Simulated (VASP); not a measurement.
A run of VASP 6.6.1 is set up as follows.

File INCAR:

```
SYSTEM = Ti
PREC = Accurate
ENCUT = 600
EDIFF = 1E-6
ISMEAR = -1
SIGMA = 0.08
LREAL = .False.
LASPH = .True.
NELM = 80
ALGO = Normal
ISIF = 3
LWAVE = .False.
LCHARG = .False.
GGA = PS
IBRION = 2
NSW = 60
EDIFFG = -0.005
PSTRESS = 5.8999999999999995
```

The input KPOINTS:

```
regular mesh
0
Gamma
  16 16 16
  0 0 0
```

File POSCAR:

```
Ti
1.0
    0.0000000000      2.0255138790      2.0255138790
    2.0255138790      0.0000000000      2.0255138790
    2.0255138790      2.0255138790      0.0000000000
Ti
1
Direct
    0.0000000000      0.0000000000      0.0000000000
```

Potentials or basis: VASP PAW PBE potentials, release 64 (Ti_sv).

Command:

```bash
$ cat potpaw_PBE.64/Ti_sv/POTCAR > POTCAR
$ mpirun -np 1 vasp_std > vasp.out
```

Problem. Estimate the band gap on the k mesh.

Solution. Zero (band 6 reaches 9.50 eV, above the bottom of band 7 at 8.20 eV).

Problem. Estimate the space group after relaxing (to 0.05 Å).

Solution. Fm-3m (No. 225).

Problem. Estimate the relaxed cell.

Solution. a = 2.862 Å, b = 2.862 Å, c = 2.862 Å, α = 60.00°, β = 60.00°, γ = 60.00°.

The path:
```tsv
step	energy change (eV)	largest force (eV/Å)	pressure (GPa)	volume (Å³)
1	0.0000	0.0000	0.34	16.62
2	0.0002	0.0000	0.73	16.56
3	0.0001	0.0000	0.64	16.58
4	0.0001	0.0000	0.66	16.58
5	0.0000	0.0000	0.47	16.60
6	0.0001	0.0000	0.48	16.59
7	0.0001	0.0000	0.50	16.59
8	0.0001	0.0000	0.50	16.58
9	0.0001	0.0000	0.58	16.58
```

Caveat: the cell is relaxed towards a set pressure, so the enthalpy falls and the energy may rise; the PAW data sets were made with another functional, which shifts forces and pressure a little.
